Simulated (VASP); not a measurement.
# FeGe (P1) in VASP: notebook, part 2 of 2

VASP 6.6.1.

## Step 3: Single point, r2SCAN, collinear spin, ferromagnetic start

Contents of POSCAR:

```
FeGe
1.0
    3.0161725290      0.0000000000      0.0000000000
    0.0000000000      3.0161725290      0.0000000000
    0.0000000000      0.0000000000      3.0161725290
Fe Ge
1 1
Direct
    0.0000000000      0.0000000000      0.0000000000
    0.4633440200      0.4507515000      0.4535288900
```

Contents of INCAR.step1:

```
SYSTEM = FeGe
PREC = Accurate ; ENCUT = 520
ISMEAR = 0 ; SIGMA = 0.05
LREAL = .False. ; LASPH = .True.
NELM = 150 ; ISPIN = 2
MAGMOM = 2 0 ; LMAXMIX = 4
NBANDS = 22 ; GGA = PE
ALGO = Normal ; EDIFF = 1E-4
LWAVE = .True. ; LCHARG = .False.
```

Contents of INCAR.step2:

```
SYSTEM = FeGe
PREC = Accurate ; ENCUT = 520
EDIFF = 1E-7 ; ISMEAR = 0
SIGMA = 0.05 ; LREAL = .False.
LASPH = .True. ; NELM = 150
ALGO = Normal ; ISIF = 2
LWAVE = .False. ; LCHARG = .False.
ISPIN = 2 ; MAGMOM = 2 0
LORBIT = 11 ; LMAXMIX = 4
METAGGA = R2SCAN ; LMIXTAU = .True.
NBANDS = 22 ; ISTART = 1
```

Contents of KPOINTS:

```
Automatic mesh
0
Gamma
  3 3 3
  0 0 0
```

Potentials or basis: VASP PAW PBE potentials, release 64 (Fe, Ge_d).

On the command line:

```
cat potpaw_PBE.64/Fe/POTCAR potpaw_PBE.64/Ge_d/POTCAR > POTCAR
cp INCAR.step1 INCAR
mpirun -np 1 vasp_std > vasp.out
cp INCAR.step2 INCAR
mpirun -np 1 vasp_std > vasp.out
```

OUTCAR:

```text
SYSTEM = FeGe
   PREC = Accurate
   ENCUT = 520
   EDIFF = 1E-7
   ISMEAR = 0
   LREAL = .False.
   LASPH = .True.
   NELM = 150
   ISIF = 2
   ISPIN = 2
   LORBIT = 11
   METAGGA = R2SCAN
   ISTART = 1

 ion  position               nearest neighbor table
   1  0.000  0.000  0.000-   2 2.38   2 2.52   2 2.55   2 2.56   2 2.68   2 2.69   2 2.72   2 2.84

   2  0.463  0.451  0.454-   1 2.38   1 2.52   1 2.55   1 2.56   1 2.68   1 2.69   1 2.72   1 2.84

  LATTYP: Found a simple cubic cell.
 ALAT       =     3.0161725290

  Lattice vectors:

 A1 = (   3.0161725290,   0.0000000000,   0.0000000000)
 A2 = (   0.0000000000,   3.0161725290,   0.0000000000)
 A3 = (   0.0000000000,   0.0000000000,   3.0161725290)

[... 903 lines left out ...]
 -----------------------------------------------------------------------------
  energy-cutoff  :      520.00
  volume of cell :       27.44
      direct lattice vectors                 reciprocal lattice vectors
     3.016172529  0.000000000  0.000000000     0.331546021  0.000000000  0.000000000
     0.000000000  3.016172529  0.000000000     0.000000000  0.331546021  0.000000000
     0.000000000  0.000000000  3.016172529     0.000000000  0.000000000  0.331546021

 POSITION                                       TOTAL-FORCE (eV/Angst)
 -----------------------------------------------------------------------------------
      0.00000      0.00000      0.00000        -0.201176     -0.253959     -0.244631
      1.39753      1.35954      1.36792         0.201176      0.253959      0.244631
 -----------------------------------------------------------------------------------
    total drift:                               -0.007033      0.006912      0.005601

  FREE ENERGIE OF THE ION-ELECTRON SYSTEM (eV)
  ---------------------------------------------------
  free  energy   TOTEN  =       -27.2539650405 eV

  energy  without entropy=      -27.2539650405  energy(sigma->0) =      -27.25396504

 total charge

# of ion       s       p       d       tot
------------------------------------------
    1        0.367   0.419   6.413   7.199
    2        1.067   1.160  10.099  12.327
--------------------------------------------------
tot          1.434   1.579  16.512  19.526

 magnetization (x)

# of ion       s       p       d       tot
------------------------------------------
    1        0.000   0.000  -0.000  -0.000
    2        0.000   0.000   0.000   0.000
--------------------------------------------------
tot          0.000   0.000  -0.000  -0.000
```

OUTCAR.step1:

```text
SYSTEM = FeGe
   PREC = Accurate
   ENCUT = 520
   ISMEAR = 0
   LREAL = .False.
   LASPH = .True.
[... 932 lines left out ...]
      0.00000      0.00000      0.00000        -0.254944     -0.316192     -0.303718
      1.39753      1.35954      1.36792         0.254944      0.316192      0.303718
 -----------------------------------------------------------------------------------
    total drift:                                0.000916     -0.000769     -0.001155

  FREE ENERGIE OF THE ION-ELECTRON SYSTEM (eV)
  ---------------------------------------------------
  free  energy   TOTEN  =       -12.5041069348 eV

  energy  without entropy=      -12.5041069348  energy(sigma->0) =      -12.50410693
```

OSZICAR.step1:

```text
N       E                     dE             d eps       ncg     rms          rms(c)
DAV:   1     0.128230165827E+03    0.12823E+03   -0.10468E+04  1520   0.256E+03
DAV:   2     0.494871483072E+00   -0.12774E+03   -0.12024E+03  1250   0.412E+02
DAV:   3    -0.136231016679E+02   -0.14118E+02   -0.13897E+02  1352   0.944E+01
DAV:   4    -0.139226464722E+02   -0.29954E+00   -0.29940E+00  1472   0.150E+01
DAV:   5    -0.139260224334E+02   -0.33760E-02   -0.33758E-02  1430   0.161E+00    0.118E+01
DAV:   6    -0.163374865410E+02   -0.24115E+01   -0.34001E+01  1508   0.515E+01    0.210E+01
DAV:   7    -0.124556638560E+02    0.38818E+01   -0.17154E+01  1484   0.393E+01    0.310E+00
DAV:   8    -0.124505258124E+02    0.51380E-02   -0.29964E-01  1598   0.419E+00    0.277E+00
DAV:   9    -0.125007073155E+02   -0.50182E-01   -0.85269E-02  1910   0.225E+00    0.951E-01
DAV:  10    -0.125016541669E+02   -0.94685E-03   -0.61588E-02  1924   0.158E+00    0.652E-01
DAV:  11    -0.125035437186E+02   -0.18896E-02   -0.14930E-02  1800   0.873E-01    0.376E-01
DAV:  12    -0.125040937183E+02   -0.55000E-03   -0.14313E-03  1670   0.291E-01    0.886E-02
DAV:  13    -0.125041069348E+02   -0.13217E-04   -0.23252E-04  1014   0.132E-01
   1 F= -.12504107E+02 E0= -.12504107E+02  d E =-.745066E-13  mag=     0.0032
```

It took 26 s on 1 thread of Intel Xeon 6975P-C (Granite Rapids), shared host; peak memory 0.15 GiB.

Results:

```
Free energy                                           : -27.2540 eV
Pressure                                              : -21.5 GPa
Largest force                                         : 0.406 eV/Å
Band gap on the k mesh                                : 0.63 eV, indirect (least direct gap 0.77 eV)
Net moment                                            : 0.00 μB per cell
Valence electrons inside the program's atomic spheres : Fe 7.20; Ge 12.33
```

Forces in eV/Å, atoms in the order of the input:
```
Fe  -0.201 -0.254 -0.245
Ge   0.201  0.254  0.245
```

Caveat: the k points lie up to 0.69 Å⁻¹ apart; the starting moments collapsed, and a magnetic state may lie lower; the PAW data sets were made with another functional, which shifts forces and pressure a little. r2SCAN opens gaps a little over a GGA but as a rule still falls short of measured ones.

## Step 4: Single point, r2SCAN, collinear spin, ferromagnetic start

Contents of POSCAR:

```
FeGe
1.0
    3.0161694870      0.0000000000      0.0000000000
    0.0000000000      3.0161694870      0.0000000000
    0.0000000000      0.0000000000      3.0161694870
Fe Ge
1 1
Direct
    0.0000000000      0.0000000000      0.0000000000
    0.4633440200      0.4507515000      0.4535288900
```

Contents of INCAR.step1:

```
PREC = Accurate ; ENCUT = 520
ISMEAR = 0 ; SIGMA = 0.05
LREAL = False ; LASPH = True
NELM = 150 ; ISPIN = 2
MAGMOM = 2 0 ; LMAXMIX = 4
NBANDS = 22 ; GGA = PE
ALGO = Normal ; EDIFF = 1E-4
LWAVE = True ; LCHARG = False
```

Contents of INCAR.step2:

```
PREC = Accurate ; ENCUT = 520
EDIFF = 1E-6 ; ISMEAR = 0
SIGMA = 0.05 ; LREAL = False
LASPH = True ; NELM = 150
ALGO = Normal ; ISIF = 2
LWAVE = False ; LCHARG = False
ISPIN = 2 ; MAGMOM = 2 0
LORBIT = 11 ; LMAXMIX = 4
METAGGA = R2SCAN ; LMIXTAU = True
NBANDS = 22 ; ISTART = 1
```

Contents of KPOINTS:

```
regular mesh
0
Gamma
  3 3 3
```

On the command line:

```
cat potpaw_PBE.64/Fe/POTCAR potpaw_PBE.64/Ge_d/POTCAR > POTCAR
cp INCAR.step1 INCAR
mpirun -np 1 vasp_std > vasp.out
cp INCAR.step2 INCAR
mpirun -np 1 vasp_std > vasp.out
```

Wall time 25 s (1 thread of Intel Xeon 6975P-C (Granite Rapids), shared host); peak memory 0.16 GiB.

The run converged. Its results:

```yaml
Free_energy: -27.2540 eV
Pressure: -21.6 GPa
Largest_force: 0.406 eV/Å
Band_gap_on_the_k_mesh: 0.63 eV, indirect (least direct gap 0.77 eV)
Net_moment: 0.00 μB per cell
Valence_electrons_inside_the_program's_atomic_spheres: Fe 7.20; Ge 12.33
```

Forces on the atoms (eV/Å):
```
Fe  -0.201 -0.254 -0.245
Ge   0.201  0.254  0.245
```

Stress tensor (GPa, compression positive):
```
-21.58   2.73   2.60
  2.73 -21.53   3.38
  2.60   3.38 -21.54
```

Levels at points of the mesh, in eV from the valence-band top:
Spin up:
```
           k point  band 9  band 10  band 11  band 12  band 13  band 14
(0.00, 0.00, 0.00)   -0.17    -0.04    -0.03     3.56     3.60     3.63
```
Spin down:
```csv
k point,band 7,band 8,band 9,band 10,band 11,band 12,band 13,band 14,band 15,band 16
"(0.00, 0.00, 0.00)",-1.85,-1.85,-0.17,-0.04,-0.03,3.56,3.60,3.63,9.22,9.82
```

Caveat: the k points lie up to 0.69 Å⁻¹ apart; the starting moments collapsed, and a magnetic state may lie lower; the PAW data sets were made with another functional, which shifts forces and pressure a little.
